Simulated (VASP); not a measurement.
Runs of VASP 6.6.1 on AlN. The structure is that of space group P3m1 (No. 156), or close to it. The cells are those of the table. 

```tsv
task	cell	k mesh	cutoff (eV)	smearing	gap on the mesh (eV)	pressure (GPa)	largest force (eV/Å)
single point	a = 3.121, b = 3.121, c = 20.223 Å, angles 90.0, 90.0, 120.0°, 16 atoms	12 × 12 × 2	520	gaussian 0.02 eV	(b)	-0.3	0.01
single point	a = 3.120, b = 3.120, c = 20.224 Å, angles 90.0, 90.0, 120.0°, 16 atoms	6 × 6 × 1	520	gaussian 0.1 eV	3.86	-0.2	0.01
single point	a = 2.970, b = 2.970, c = 19.437 Å, angles 90.0, 90.0, 120.0°, 16 atoms	6 × 6 × 1	520	gaussian 0.1 eV	3.98	35.0	(a)
relaxation of cell and atoms	relaxed from a = 2.970, b = 2.970, c = 19.437 Å, angles 90.0, 90.0, 120.0°, 16 atoms	6 × 6 × 1	600	gaussian 0.1 eV	3.86	0.0	0.03
```

Alike in all rows: level PBE; potentials or basis VASP PAW PBE potentials, release 64 (Al, N); no spin polarisation.

Fill in the values left out.

(a) 0.41; (b) 3.79.

A k mesh can miss the band edges.
